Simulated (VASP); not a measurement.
Runs of VASP 6.6.1 on Cu. The structure is that of space group Im-3m (No. 229), or close to it. The cells are those of the table. 

```csv
cell,gap on the mesh (eV),pressure (GPa)
"a = 2.523 Å, angles 107.8, 107.8, 112.8°, 1 atom",none,-10.4
"a = 2.484 Å, angles 109.0, 109.0, 110.4°, 1 atom",none,-5.2
"a = 2.535 Å, angles 108.2, 108.2, 112.0°, 1 atom",none,-11.9
"a = 2.473 Å, angles 108.6, 108.6, 111.2°, 1 atom",none,(c)
"a = 2.436 Å, angles 108.6, 108.6, 111.2°, 1 atom",none,(a)
"a = 2.422 Å, angles 109.4, 109.4, 109.6°, 1 atom",none,7.4
"a = 2.424 Å, angles 108.2, 108.2, 112.0°, 1 atom",none,7.4
"a = 2.387 Å, angles 108.2, 108.2, 112.0°, 1 atom",none,(b)
"a = 2.498 Å, angles 108.2, 108.2, 112.0°, 1 atom",none,-7.1
"a = 2.487 Å, angles 107.8, 107.8, 112.8°, 1 atom",none,-5.1
```

Alike in all rows: task single point; level PBEsol; potentials or basis VASP PAW PBE potentials, release 64 (Cu); no spin polarisation; k mesh 24 × 24 × 24; cutoff (eV) 520; smearing gaussian 0.15 eV.

Fill in the values left out.

(a) 4.7; (b) 17.6; (c) -2.8.

Caveats: the PAW data sets were made with another functional, which shifts forces and pressure a little.

A gap of «none» marks levels without a gap at the run's occupations.
